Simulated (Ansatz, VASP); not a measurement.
# Ge in VASP and in Ansatz

File INCAR:

```
  ALGO = Normal
  EDIFF = 1E-6
  ENCUT = 520
  GGA = CA
  ISIF = 2
  ISMEAR = 0
  LASPH = T
  LCHARG = F
  LREAL = F
  LWAVE = F
  NBANDS = 96
  NELM = 100
  PREC = Accurate
  SIGMA = 0.01
```

Contents of KPOINTS:

```
k-points
0
Gamma
  4 4 4
```

POSCAR

```
Ge
1.0
    5.9474039934      0.0000000000      0.0000000000
    0.0000000000      5.9474039934      0.0000000000
    0.0000000000      0.0000000000      7.1013374011
Ge
12
Direct
    0.0846255910      0.0846255910      0.0000000000
    0.4153744090      0.5846255910      0.7500000000
    0.9153744090      0.9153744090      0.5000000000
    0.5846255910      0.4153744090      0.2500000000
    0.1687718616      0.3723586903      0.2435346964
    0.1276413097      0.6687718616     -0.0064653036
    0.8312281384      0.6276413097      0.7435346964
    0.8723586903      0.3312281384      0.4935346964
    0.6687718616      0.1276413097      0.0064653036
    0.6276413097      0.8312281384      0.2564653036
    0.3312281384      0.8723586903      0.5064653036
    0.3723586903      0.1687718616      0.7564653036
```

Input for Ansatz:

```yaml
crystal:
  lattice:
    - [5.9474039934, 0.0, 0.0]
    - [0.0, 5.9474039934, 0.0]
    - [0.0, 0.0, 7.1013374011]
  atoms:
    - { symbol: Ge, position: [0.084625591, 0.084625591, 0.0] }
    - { symbol: Ge, position: [0.415374409, 0.584625591, 0.75] }
    - { symbol: Ge, position: [0.915374409, 0.915374409, 0.5] }
    - { symbol: Ge, position: [0.584625591, 0.415374409, 0.25] }
    - { symbol: Ge, position: [0.1687718616, 0.3723586903, 0.2435346964] }
    - { symbol: Ge, position: [0.1276413097, 0.6687718616, -0.0064653036] }
    - { symbol: Ge, position: [0.8312281384, 0.6276413097, 0.7435346964] }
    - { symbol: Ge, position: [0.8723586903, 0.3312281384, 0.4935346964] }
    - { symbol: Ge, position: [0.6687718616, 0.1276413097, 0.0064653036] }
    - { symbol: Ge, position: [0.6276413097, 0.8312281384, 0.2564653036] }
    - { symbol: Ge, position: [0.3312281384, 0.8723586903, 0.5064653036] }
    - { symbol: Ge, position: [0.3723586903, 0.1687718616, 0.7564653036] }
kpoints:
  mp_grid: { grid: [4, 4, 4] }
  band_path:
    path:
      - [0.0, 0.0, 0.0]
      - [0.0, 0.5, 0.0]
      - [0.5, 0.5, 0.0]
      - [0.0, 0.0, 0.5]
      - [0.0, 0.5, 0.5]
      - [0.5, 0.5, 0.5]
      - [0.35, 0.35, 0.0]
    npoints: 1
hamiltonian:
  xc: lda
scf:
  occupations: { method: fixed }
  n_extra_bands: 7
output:
  forces: true
  stress: true
  eigenvalues: true
  write_density: true
  write_potential: true
  elf: true
  volumetric_format: npy
```

Alike in both runs: task single point; functional LDA; k mesh 4 × 4 × 4; no spin polarisation.

```csv
,VASP,Ansatz
version,VASP 6.6.1,Ansatz 0.2.0
potentials or method,"VASP PAW LDA potentials, release 64 (Ge_d)","plane waves, PAW"
plane-wave cutoff (eV),520,420
occupations,"gaussian, width 0.01 eV",fixed
valence electrons in the cell,168,168
```

VASP gave:

* gap on the k mesh at the Fermi level (eV): 0.91
* pressure (GPa): -2.4
* traceless stress, the component that is largest in VASP (GPa): 0.21
* rms of the force components (eV/Å): 0.027

Which values does Ansatz return?

gap on the k mesh at the Fermi level (eV): 0.89; pressure (GPa): -2.5; traceless stress, the component that is largest in VASP (GPa): 0.22; rms of the force components (eV/Å): 0.027.

LDA's correlation is that of Perdew and Zunger in VASP and of Perdew and Wang (1992) in Ansatz. Atom by atom the forces differ by 0.003 eV/Å (rms over components).
